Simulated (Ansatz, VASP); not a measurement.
## H3PtC3 in VASP and in Ansatz

```xyz
7
Lattice="3.9890 0.0000 0.0000 0.0000 3.9890 0.0000 0.0000 0.0000 3.9890" Properties=species:S:1:pos:R:3 pbc="T T T"
H     1.9945    0.0000    0.0000
H     0.0000    1.9945    0.0000
H     0.0000    0.0000    1.9945
Pt    1.9945    1.9945    1.9945
C     1.9945    1.9945    0.0000
C     0.0000    1.9945    1.9945
C     1.9945    0.0000    1.9945
```

Change from the starting cell: species swapped into the La3GaBr3 type (Pm-3m, No. 221).

Alike in both runs: functional PBE; k mesh 4 × 4 × 4; occupations gaussian, width 0.1 eV; no spin polarisation.

Ansatz relaxed the structure, and its values are those at the end. VASP's run is a single point on that final structure, the one shown.

```csv
,VASP,Ansatz
version,VASP 6.6.1,Ansatz 0.2.0
potentials or method,"VASP PAW PBE potentials, release 64 (H, Pt, C), cutoff 520 eV","scalar-relativistic, plane waves, PAW"
valence electrons in the cell,25,33
```

|  | VASP | Ansatz | Ansatz less VASP |
| --- | --- | --- | --- |
| gap on the k mesh at the Fermi level (eV) | none | none | - |
| pressure (GPa) | -0.4 | -0.3 | +0.06 |

A gap of «none» marks a metal or a gap that the smearing closes. VASP's potentials hold 25 valence electrons a cell and Ansatz's 33, so a difference there can come from the potentials and not from the codes.

The k mesh is coarse, so the values compare programs but aren't converged. Spin-orbit coupling is off throughout.
